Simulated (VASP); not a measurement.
A run of VASP 6.6.1:

The input INCAR:

```
ALGO = Normal
EDIFF = 1E-6
ENCUT = 520
GGA = PS
ISIF = 2
ISMEAR = -1
IVDW = 12
LASPH = T
LCHARG = F
LREAL = F
LWAVE = F
NBANDS = 14
NELM = 80
PREC = Accurate
SIGMA = 0.05
```

KPOINTS

```
k-points
0
Gamma
  11 11 6
```

Contents of POSCAR:

```
TiAl
1.0
    2.8116843019      0.0000000000      0.0000000000
   -1.4058421509      2.4349900329      0.0000000000
    0.0000000000      0.0000000000      4.5751607923
Ti Al
1 1
Direct
    0.0000000000      0.0000000000      0.0000000000
    0.3333333333      0.6666666667      0.5000000000
```

Potentials or basis: VASP PAW PBE potentials, release 64 (Ti_sv, Al).

Command:

```console
$ cat potpaw_PBE.64/Ti_sv/POTCAR potpaw_PBE.64/Al/POTCAR > POTCAR
$ mpirun -np 1 vasp_std > vasp.out
```

Hardware: 1 thread of Intel(R) Xeon(R) Platinum 8375C CPU @ 2.90GHz (Ice Lake) (shared host).

Q: How long does it take, and how much memory?

A: Wall time 22 s on 1 thread of Intel(R) Xeon(R) Platinum 8375C CPU @ 2.90GHz (Ice Lake) (shared host), peak memory 0.18 GiB. Counts: scf iterations 14, k points 64.
